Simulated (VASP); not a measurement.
The system is SiF.

```
Si F
1.0
     3.83260    0.00000    0.00000
    -1.91630    3.31913    0.00000
     0.00000    0.00000    5.43357
Si F
2 2
Direct
  0.66667 0.33333 0.93600
  0.33333 0.66667 0.06400
  0.66667 0.33333 0.64700
  0.33333 0.66667 0.35300
```

| Property | Result |
| --- | --- |
| Program | VASP 6.6.1 |
| Task | relaxation of cell and atoms |
| Functional | PBE |
| Potentials or basis | VASP PAW PBE potentials, release 64 (Si, F) |
| Cutoff | 600 eV |
| k mesh | 6 × 6 × 4 |
| Occupations | gaussian, width 0.2 eV |
| Spin | no spin polarisation |

At the start: pressure 10.4 GPa; volume 17.28 Å³/atom.

Problem. Where does the relaxation end?

Solution. Over 12 steps the energy falls by 61.3 meV/atom and the volume is 19.24 Å³/atom (+11.4 %); space group P-3m1 (No. 164, to 0.05 Å).

Step by step:
```csv
step,energy change (eV),largest force (eV/Å),pressure (GPa),volume (Å³)
1,0.0000,2.1063,10.43,69.12
2,1.1959,4.1646,-8.85,80.90
3,-0.1448,1.0653,2.56,71.67
4,-0.1507,0.8121,3.47,71.29
5,-0.1512,0.7161,3.80,71.15
6,-0.2352,0.2746,-0.08,76.15
7,-0.2352,0.2729,-0.10,76.22
8,-0.2375,0.4224,0.93,76.14
9,-0.2384,0.3111,0.55,76.17
10,-0.2418,0.1737,0.49,76.36
11,-0.2443,0.0843,0.36,76.71
12,-0.2453,0.0777,0.27,76.97
```

Final structure:
```
CELL_PARAMETERS angstrom
3.98841 0.00000 0.00000
-1.99420 3.45406 0.00000
0.00000 0.00000 5.58733
ATOMIC_POSITIONS crystal
Si 0.66667 0.33333 0.93953
Si 0.33333 0.66667 0.06047
F 0.66667 0.33333 0.64700
F 0.33333 0.66667 0.35300
```

Caveat: the relaxation stopped at a loose force limit of 0.08 eV/Å, so its end isn't a converged minimum.
